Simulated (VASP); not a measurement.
Input of a VASP 6.6.1 run:

Contents of INCAR:

```
SYSTEM = KF
ALGO = Normal ; EDIFF = 1E-6
ENCUT = 520 ; GGA = PE
ISIF = 2 ; ISMEAR = -1
LASPH = .True. ; LCHARG = .False.
LREAL = .False. ; LWAVE = .False.
NBANDS = 15 ; NELM = 60
PREC = Accurate ; SIGMA = 0.02
```

KPOINTS

```
k-points
0
Gamma
  7 7 7
  0 0 0
```

File POSCAR:

```
KF
1.0
    0.0000000000      2.6718500000      2.6718500000
    2.6718500000      0.0000000000      2.6718500000
    2.6718500000      2.6718500000      0.0000000000
K F
1 1
Direct
    0.3368443214      0.1228491495      0.1228491495
    0.6631556786      0.3771508505      0.3771508505
```

Potentials or basis: VASP PAW PBE potentials, release 64 (K_sv, F).

Run with:

```console
$ cat potpaw_PBE.64/K_sv/POTCAR potpaw_PBE.64/F/POTCAR > POTCAR
$ mpirun -np 1 vasp_std > vasp.out
```

(1) Predict the pressure.

(2) What does it give for the largest force?

(3) Estimate the band gap on the k mesh.

## Answers

(1) 17.2 GPa.

(2) 2.132 eV/Å.

(3) 5.64 eV, indirect (least direct gap 6.19 eV).

Caveat: forces of over 1 eV/Å act on the atoms, so gaps and moduli don't describe the material at rest.
